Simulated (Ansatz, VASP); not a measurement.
## ZnCd7S8 in VASP and in Ansatz

```
Zn Cd S
1.0
     0.00000    0.00000   -6.64574
     4.07929    7.06554    0.00000
     4.07929   -7.06554    0.00000
Zn Cd S
1 7 8
Direct
  0.00158 0.16667 0.33333
  0.00158 0.16883 0.83442
  0.00158 0.66558 0.33117
  0.00158 0.66558 0.83442
  0.49825 0.32974 0.65948
  0.49825 0.32974 0.17026
  0.50329 0.83333 0.66667
  0.49825 0.84052 0.17026
  0.64990 0.16667 0.33333
  0.62222 0.16954 0.83477
  0.62222 0.66523 0.33046
  0.62222 0.66523 0.83477
  0.11810 0.32398 0.64797
  0.11810 0.32398 0.17602
  0.12479 0.83333 0.66667
  0.11810 0.85203 0.17602
```

Alike in both runs: task single point; functional PBEsol; k mesh 2 × 3 × 3; occupations gaussian, width 0.02 eV; no spin polarisation.

```csv
,VASP,Ansatz
version,VASP 6.6.1,Ansatz 0.2.0
potentials or method,"VASP PAW PBE potentials, release 64 (Zn, Cd, S), cutoff 520 eV","scalar-relativistic, plane waves, PAW"
valence electrons in the cell,144,200
```

Ansatz gave:

- gap on the k mesh at the Fermi level (eV): 1.16
- least direct gap on the mesh (eV): 1.16
- pressure (GPa): 0.0
- rms of the force components (eV/Å): 0.002

**Question.** What did VASP give for the same quantities?

**Answer.** gap on the k mesh at the Fermi level (eV): 1.17; least direct gap on the mesh (eV): 1.17; pressure (GPa): 0.4; rms of the force components (eV/Å): 0.007.

VASP's potentials were made for PBE, not for PBEsol. Atom by atom the forces differ by 0.008 eV/Å (rms over components). VASP's potentials hold 144 valence electrons a cell and Ansatz's 200, so a difference there can come from the potentials and not from the codes.

The k mesh is coarse, so the values compare programs but aren't converged.
